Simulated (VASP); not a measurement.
# AlN (Cc) in VASP: further runs

The runs below take AlN through relaxation of the atoms, with r2SCAN.

All numbers are computed with VASP 6.6.1; they aren't measurements. Logs are shortened: lines on timing, memory, paths and dates and some standing lists are left out, and cuts for length are marked.

## 1. The cell of the first run

Symmetry: Cc, No. 9, monoclinic system. Conventional cell: a = 3.107 Å, b = 5.381 Å, c = 4.984 Å, α = 90.00°, β = 92.58°, γ = 90.00°. Al (site symmetry 1) has 4 N at 1.87 to 1.90 Å within 2.5 Å. N (site symmetry 1) has 4 Al at 1.87 to 1.90 Å within 2.5 Å.

## 2. Relaxation of the atoms, r2SCAN (shear of c along a, cell held: +4.5 %)

File POSCAR:

```
AlN
1.0
    3.1066984497      0.0000000000      0.0000000000
   -1.5533492249      2.6904797793      0.0000000000
    0.2240353557      0.0000000000      4.9785634599
Al N
2 2
Direct
    0.6650747822      0.3333545881      0.4992807744
    0.3317201941      0.6666454119      0.9992807744
    0.6681491264      0.3330932290      0.8807192256
    0.3350558973      0.6669067710      0.3807192256
```

File INCAR.step1:

```
SYSTEM = AlN
ALGO = Normal ; EDIFF = 1E-4
ENCUT = 520 ; GGA = PE
ISMEAR = 0 ; LASPH = .TRUE.
LCHARG = .FALSE. ; LREAL = .FALSE.
LWAVE = .TRUE. ; NELM = 80
PREC = Accurate ; SIGMA = 0.02
```

File INCAR.step2:

```
SYSTEM = AlN
ALGO = Normal ; EDIFF = 1E-7
EDIFFG = -0.008 ; ENCUT = 520
IBRION = 2 ; ISIF = 2
ISMEAR = 0 ; ISTART = 1
LASPH = .TRUE. ; LCHARG = .FALSE.
LMIXTAU = .TRUE. ; LREAL = .FALSE.
LWAVE = .FALSE. ; METAGGA = R2SCAN
NELM = 80 ; NSW = 60
PREC = Accurate ; SIGMA = 0.02
```

File KPOINTS:

```
k-points
0
G
  9 9 6
  0 0 0
```

Potentials or basis: VASP PAW PBE potentials, release 64 (Al, N).

Started as:

```console
$ cat potpaw_PBE.64/Al/POTCAR potpaw_PBE.64/N/POTCAR > POTCAR
$ cp INCAR.step1 INCAR
$ mpirun -np 1 vasp_std > vasp.out
$ cp INCAR.step2 INCAR
$ mpirun -np 1 vasp_std > vasp.out
```

OUTCAR:

```text
SYSTEM = AlN
   EDIFF = 1E-7
   EDIFFG = -0.008
   ENCUT = 520
   IBRION = 2
   ISIF = 2
   ISMEAR = 0
   ISTART = 1
   LASPH = .TRUE.
   LREAL = .FALSE.
   METAGGA = R2SCAN
   NELM = 80
   NSW = 60
   PREC = Accurate

 ion  position               nearest neighbor table
   1  0.665  0.333  0.499-   4 1.87   4 1.89   3 1.90   4 1.90   2 3.01   2 3.01   2 3.07   2 3.07
                             2 3.13   2 3.13
   2  0.332  0.667  0.999-   3 1.87   3 1.89   4 1.90   3 1.90   1 3.01   1 3.01   1 3.07   1 3.07
                             1 3.13   1 3.13
   3  0.668  0.333  0.881-   2 1.87   2 1.89   1 1.90   2 1.90
   4  0.335  0.667  0.381-   1 1.87   1 1.89   2 1.90   1 1.90

  LATTYP: Found a base centered monoclinic cell.
 ALAT       =     3.1066984497
 B/A-ratio  =     1.7320508075
 C/A-ratio  =     1.6041472279
 COS(beta)  =    -0.0449545066

  Lattice vectors:

 A1 = (  -1.5533492249,   2.6904797793,   0.0000000000)
 A2 = (  -1.5533492248,  -2.6904797793,   0.0000000000)
 A3 = (   0.2240353557,   0.0000000000,   4.9785634599)

Analysis of symmetry for initial positions (statically):
=====================================================================
 Subroutine PRICEL returns:
 Original cell was already a primitive cell.

 Routine SETGRP: Setting up the symmetry group for a
 base centered monoclinic supercell.

 Subroutine GETGRP returns: Found  2 space group operations
 (whereof  1 operations were pure point group operations)
 out of a pool of  4 trial point group operations.

The static configuration has the point symmetry C_1 .
 The point group associated with its full space group is C_1h.

Analysis of symmetry for dynamics (positions and initial velocities):
=====================================================================
 Subroutine PRICEL returns:
 Original cell was already a primitive cell.

 Routine SETGRP: Setting up the symmetry group for a
 base centered monoclinic supercell.

 Subroutine GETGRP returns: Found  2 space group operations
 (whereof  1 operations were pure point group operations)
 out of a pool of  4 trial point group operations.

The dynamic configuration has the point symmetry C_1 .
 The point group associated with its full space group is C_1h.

 Subroutine INISYM returns: Found  2 space group operations
 (whereof  1 operations are pure point group operations),
 and found     1 'primitive' translations

----------------------------------------------------------------------------------------

                                     Primitive cell

  volume of cell :      41.6134

  direct lattice vectors                    reciprocal lattice vectors
     3.106698450  0.000000000  0.000000000     0.321885119  0.185840460 -0.014484830
    -1.553349225  2.690479779  0.000000000     0.000000000  0.371680920  0.000000000
     0.224035356  0.000000000  4.978563460     0.000000000  0.000000000  0.200861154

  length of vectors
     3.106698450  3.106698450  4.983601706     0.371963058  0.371680920  0.200861154

  position of ions in fractional coordinates (direct lattice)
     0.665074782  0.333354588  0.499280774
     0.331720194  0.666645412  0.999280774
     0.668149126  0.333093229  0.880719226
     0.335055897  0.666906771  0.380719226

  ion indices of the primitive-cell ions
   primitive index   ion index
                 1           1
                 2           2
                 3           3
                 4           4

----------------------------------------------------------------------------------------

 KPOINTS: k-points

Automatic generation of k-mesh.
 Grid dimensions read from file:
 generate k-points for:    9    9    6

 Generating k-lattice:

  Cartesian coordinates                     Fractional coordinates (reciprocal lattice)
     0.035765013  0.020648940 -0.001609426     0.111111111  0.000000000 -0.000000000
     0.000000000  0.041297880  0.000000000     0.000000000  0.111111111  0.000000000
     0.000000000  0.000000000  0.033476859     0.000000000  0.000000000  0.166666667

  Length of vectors
     0.041329229  0.041297880  0.033476859

  Shift w.r.t. Gamma in fractional coordinates (k-lattice)
     0.000000000  0.000000000  0.000000000

 Subroutine IBZKPT returns following result:
 ===========================================

 Found    140 irreducible k-points:

 Following reciprocal coordinates:
            Coordinates               Weight
  0.000000  0.000000  0.000000      1.000000
  0.111111 -0.000000  0.000000      4.000000
  0.222222  0.000000  0.000000      4.000000
  0.333333 -0.000000  0.000000      4.000000
  0.444444  0.000000  0.000000      4.000000
  0.000000  0.111111  0.000000      2.000000
[... 16 lines left out ...]
  0.333333  0.333333  0.000000      2.000000
  0.000000  0.444444  0.000000      2.000000
 [... further k-points ...]
   k-points           NKPTS =    140   k-points in BZ     NKDIM =    140   number of bands    NBANDS=     12
   number of dos      NEDOS =    301   number of ions     NIONS =      4
   total plane-waves  NPLWV =  23040
   dimension x,y,z NGX =    24 NGY =   24 NGZ =   40
   dimension x,y,z NGXF=    48 NGYF=   48 NGZF=   80
   ions per type =               2   2
   NGX,Y,Z   is equivalent  to a cutoff of  12.84, 12.84, 13.34 a.u.
   NGXF,Y,Z  is equivalent  to a cutoff of  25.69, 25.69, 26.69 a.u.
 SYSTEM =  AlN
   PREC   = accura    normal or accurate (medium, high low for compatibility)
   ISTART =      1    job   : 0-new  1-cont  2-samecut
   ICHARG =      0    charge: 1-file 2-atom 10-const
   ISPIN  =      1    spin polarized calculation?
   LNONCOLLINEAR =      F non collinear calculations
   LSORBIT =      F    spin-orbit coupling
   LASPH  =      T    aspherical Exc in radial PAW
   ENCUT  =  520.0 eV  38.22 Ry    6.18 a.u.   5.78  5.78  9.27*2*pi/ulx,y,z
   NELM   =     80;   NELMIN=  2; NELMDL=  0     # of ELM steps
   EDIFF  = 0.1E-06   stopping-criterion for ELM
   LREAL  =      F    real-space projection
   EDIFFG = -.8E-02   stopping-criterion for IOM
   NSW    =     60    number of steps for IOM
   IBRION =      2    ionic relax: 0-MD 1-quasi-New 2-CG
   NFREE  =      1    steps in history (QN), initial steepest desc. (CG)
   ISIF   =      2    stress and relaxation
   ISYM   =      2    0-nonsym 1-usesym 2-fastsym
   POTIM  = 0.5000    time-step for ionic-motion
   TEBEG  =    0.0;   TEEND  =   0.0 temperature during run
   PSTRESS=    0.0 pullay stress
   NELECT =      16.0000    total number of electrons
   NUPDOWN=      -1.0000    fix difference up-down
   EMIN   =  10.00;   EMAX   =-10.00  energy-range for DOS
   EFERMI =   0.00;   METHOD = LEGACY
   ISMEAR =     0;   SIGMA  =   0.02  broadening in eV -4-tet -1-fermi 0-gaus
   EFERMI_NEDOS =   21; number of points for ismear=-14 and -15
   IALGO  =     38    algorithm
   IMIX   =      4    mixing-type and parameters
     AMIX     =   0.40;   BMIX     =  1.00
     AMIX_MAG =   1.60;   BMIX_MAG =  1.00
  volume/ion in A,a.u.               =      10.40        70.21
  Fermi-wavevector in a.u.,A,eV,Ry     =   1.190430  2.249587 19.281137  1.417124
  Thomas-Fermi vector in A             =   2.326515
   LORBIT       =      0    0 simple, 1 ext, 2 COOP (PROOUT), +10 PAW based schemes
   METAGGA = R2SCAN    functional components
   LHFCALC =     F    Hartree Fock is set to
   AEXX    =    0.0000 exact exchange contribution
   IVDW    =     0    specifies the selected vdW correction
   LEPSILON=     F    determine dielectric tensor
   LRPA    =     F    only Hartree local field effects (RPA)
 conjugate gradient relaxation of ions
 non-spin polarized calculation
 Gauss-broadening in eV      SIGMA  =   0.02
  energy-cutoff  :      520.00
  volume of cell :       41.61
 maximum number of plane-waves:      1134
   NGX = 11   NGY = 11   NGZ = 19

--------------------------------------- Ionic step        1  -------------------------------------------

 number of electron      15.9999996 magnetization

 Free energy of the ion-electron system (eV)
  ---------------------------------------------------
  ext. energy  EPLUGINS =         0.00000000
  ---------------------------------------------------
  free energy    TOTEN  =       -38.42349208 eV

  energy without entropy =      -38.42349208  energy(sigma->0) =      -38.42349208

------------------------ aborting loop because EDIFF is reached ----------------------------------------

  FORCE on cell =-STRESS in cart. coord.  units (eV):
  Direction    XX          YY          ZZ          XY          YZ          ZX
  --------------------------------------------------------------------------------------
  -------------------------------------------------------------------------------------
  Total       -0.1998134     -0.0900358     -0.0323776      0.0000000      0.0000000     -1.4956182
  in kB       -7.6931162     -3.4665154     -1.2465859      0.0000000      0.0000000    -57.5835500
  external PRESSURE =      -4.1354058 kB  Pullay stress =       0.0000000 kB
[... 61 lines left out ...]
  energy  without entropy=      -38.4238186150  energy(sigma->0) =      -38.42381862

--------------------------------------- Ionic step        3  -------------------------------------------

 number of electron      15.9999997 magnetization

 Free energy of the ion-electron system (eV)
  ---------------------------------------------------
  ext. energy  EPLUGINS =         0.00000000
  ---------------------------------------------------
  free energy    TOTEN  =       -38.42393291 eV

  energy without entropy =      -38.42393291  energy(sigma->0) =      -38.42393291

 E-fermi :   6.1167     XC(G=0): -11.4181

 val. band max:        5.9919394996   @ k =   0.0000   0.0000   0.0000
 cond. band min:      10.8165387585   @ k =   0.0000   0.0000   0.0000
 fundamental gap:      4.8245992588
 Fermi energy:         6.1166774906

 k-point     1 :       0.0000    0.0000    0.0000
  band No.  band energies     occupation
      1     -10.0592      2.00000
      2      -7.9350      2.00000
      3      -0.1486      2.00000
      4       5.0380      2.00000
      5       5.0485      2.00000
      6       5.6343      2.00000
      7       5.6984      2.00000
      8       5.9919      2.00000
      9      10.8165      0.00000
     10      13.4591      0.00000
     11      17.4673      0.00000
     12      17.9530      0.00000
[... 331 lines left out ...]
 k-point    24 :       0.0000    0.4444    0.0000
  band No.  band energies     occupation
      1      -8.2234      2.00000
      2      -7.3965      2.00000
      3       0.5225      2.00000
      4       1.7963      2.00000
      5       2.3409      2.00000
      6       3.8296      2.00000
      7       4.2992      2.00000
      8       5.2499      2.00000
      9      12.4781      0.00000
     10      12.5505      0.00000
     11      14.8068      0.00000
     12      17.1235      0.00000

 [... further k-points ...]

------------------------ aborting loop because EDIFF is reached ----------------------------------------

  FORCE on cell =-STRESS in cart. coord.  units (eV):
  Direction    XX          YY          ZZ          XY          YZ          ZX
  --------------------------------------------------------------------------------------
  -------------------------------------------------------------------------------------
  Total       -0.2446426     -0.0830909     -0.0190581      0.0000000      0.0000000     -1.4374763
  in kB       -9.4191084     -3.1991227     -0.7337658      0.0000000      0.0000000    -55.3449993
  external PRESSURE =      -4.4506657 kB  Pullay stress =       0.0000000 kB
[... 19 lines left out ...]
  FREE ENERGIE OF THE ION-ELECTRON SYSTEM (eV)
  ---------------------------------------------------
  free  energy   TOTEN  =       -38.4239329116 eV

  energy  without entropy=      -38.4239329116  energy(sigma->0) =      -38.42393291

 reached required accuracy - stopping structural energy minimisation
```

Run time: 14 min. Hardware: 1 thread of Oxide Virtual Turin-like, shared host; peak memory 0.17 GiB.

Results:

| Property | Result |
| --- | --- |
| Free energy | -38.4239 eV |
| Energy gained by relaxing | 0.1 meV/atom |
| Ionic steps | 3 |
| Pressure after relaxing | -0.4 GPa |
| Largest force after relaxing | 0.005 eV/Å |
| Band gap on the k mesh | 4.82 eV |

Forces in eV/Å, atoms in the order of the input:
```
Al   0.001  0.004  0.002
Al   0.001 -0.004  0.002
N   -0.001  0.001 -0.002
N   -0.001 -0.001 -0.002
```

Stress tensor (GPa, compression positive):
```
-0.94  0.00 -5.53
 0.00 -0.32  0.00
-5.53  0.00 -0.07
```

Step by step:
```tsv
step	energy change (eV)	largest force (eV/Å)	pressure (GPa)
1	0.0000	0.0832	-0.41
2	-0.0003	0.0434	-0.46
3	-0.0004	0.0046	-0.45
```

Final structure:
```yaml
crystal:
  lattice:
    - [3.10670, 0.00000, 0.00000]
    - [-1.55335, 2.69048, 0.00000]
    - [0.22404, 0.00000, 4.97856]
  atoms:
    - { symbol: Al, position: [0.66416, 0.33319, 0.49937] }
    - { symbol: Al, position: [0.33097, 0.66681, 0.99937] }
    - { symbol: N, position: [0.66887, 0.33288, 0.88063] }
    - { symbol: N, position: [0.33600, 0.66712, 0.38063] }
```

Levels at points of the mesh, in eV from the valence-band top:
```tsv
k point	band 5	band 6	band 7	band 8	band 9	band 10	band 11	band 12
(0.00, 0.00, 0.00)	-0.94	-0.36	-0.29	0.00	4.82	7.47	11.48	11.96
(0.00, 0.00, 0.50)	-0.70	-0.70	-0.56	-0.56	7.16	7.16	11.24	11.24
```

Caveat: the cell differs from its parent crystal (shear of c along a, cell held: +4.5 %); the PAW data sets were made with another functional, which shifts forces and pressure a little; an odd mesh through Γ misses points on the zone boundary, where band edges can lie.

## 3. Relaxation of the atoms, r2SCAN (shear of c along a, cell held: +9.0 %)

File POSCAR:

```
AlN
1.0
    3.1066984497      0.0000000000      0.0000000000
   -1.5533492249      2.6904797793      0.0000000000
    0.4480707114      0.0000000000      4.9785634599
Al N
2 2
Direct
    0.6634748036      0.3333842967      0.4995447436
    0.3300905068      0.6666157033      0.9995447436
    0.6693922767      0.3323498637      0.8804552564
    0.3370424129      0.6676501363      0.3804552564
```

File INCAR.step1:

```
SYSTEM = AlN
ALGO = Normal
EDIFF = 1E-4
ENCUT = 520
GGA = PE
ISMEAR = 0
LASPH = .TRUE.
LCHARG = .FALSE.
LREAL = .FALSE.
LWAVE = .TRUE.
NELM = 60
PREC = Accurate
SIGMA = 0.02
```

File INCAR.step2:

```
SYSTEM = AlN
ALGO = Normal
EDIFF = 1E-6
EDIFFG = -0.008
ENCUT = 520
IBRION = 2
ISIF = 2
ISMEAR = 0
ISTART = 1
LASPH = .TRUE.
LCHARG = .FALSE.
LMIXTAU = .TRUE.
LREAL = .FALSE.
LWAVE = .FALSE.
METAGGA = R2SCAN
NELM = 60
NSW = 60
PREC = Accurate
SIGMA = 0.02
```

KPOINTS is that of step 2.

Potentials or basis: VASP PAW PBE potentials, release 64 (Al, N).

Started as:

```console
$ cat potpaw_PBE.64/Al/POTCAR potpaw_PBE.64/N/POTCAR > POTCAR
$ cp INCAR.step1 INCAR
$ mpirun -np 1 vasp_std > vasp.out
$ cp INCAR.step2 INCAR
$ mpirun -np 1 vasp_std > vasp.out
```

Wall time 19 min (1 thread of Oxide Virtual Turin-like, shared host); peak memory 0.17 GiB.

It converged, with:

| Property | Result |
| --- | --- |
| Free energy | -38.3281 eV |
| Energy gained by relaxing | 0.5 meV/atom |
| Ionic steps | 7 |
| Pressure after relaxing | -0.6 GPa |
| Largest force after relaxing | 0.004 eV/Å |
| Band gap on the k mesh | 4.63 eV |

Forces on the atoms (eV/Å):
```
Al   0.001  0.003 -0.002
Al   0.001 -0.003 -0.002
N   -0.001 -0.003  0.002
N   -0.001  0.003  0.002
```

Stress tensor (GPa, compression positive):
```
 -2.55   0.00 -10.79
  0.00  -0.20   0.00
-10.79   0.00   0.90
```

Step by step:
| step | energy change (eV) | largest force (eV/Å) | pressure (GPa) |
| --- | --- | --- | --- |
| 1 | 0.0000 | 0.1829 | -0.51 |
| 2 | -0.0015 | 0.0970 | -0.67 |
| 3 | -0.0020 | 0.0188 | -0.62 |
| 4 | -0.0020 | 0.0184 | -0.62 |
| 5 | -0.0021 | 0.0089 | -0.62 |
| 6 | -0.0021 | 0.0087 | -0.62 |
| 7 | -0.0021 | 0.0040 | -0.62 |

Final structure:
```
Al N
1.0
     3.10670    0.00000    0.00000
    -1.55335    2.69048    0.00000
     0.44807    0.00000    4.97856
Al N
2 2
Direct
  0.66165 0.33311 0.50000
  0.32854 0.66689 0.00000
  0.67063 0.33144 0.88000
  0.33919 0.66856 0.38000
```

Levels at points of the mesh, in eV from the valence-band top:
| k point | band 6 | band 7 | band 8 | band 9 | band 10 | band 11 |
| --- | --- | --- | --- | --- | --- | --- |
| (0.00, 0.00, 0.00) | -0.59 | -0.41 | 0.00 | 4.63 | 7.33 | 11.15 |
| (0.00, 0.00, 0.50) | -0.87 | -0.60 | -0.60 | 6.95 | 6.95 | 11.10 |

Caveat: the cell differs from its parent crystal (shear of c along a, cell held: +9.0 %); the PAW data sets were made with another functional, which shifts forces and pressure a little; an odd mesh through Γ misses points on the zone boundary, where band edges can lie.
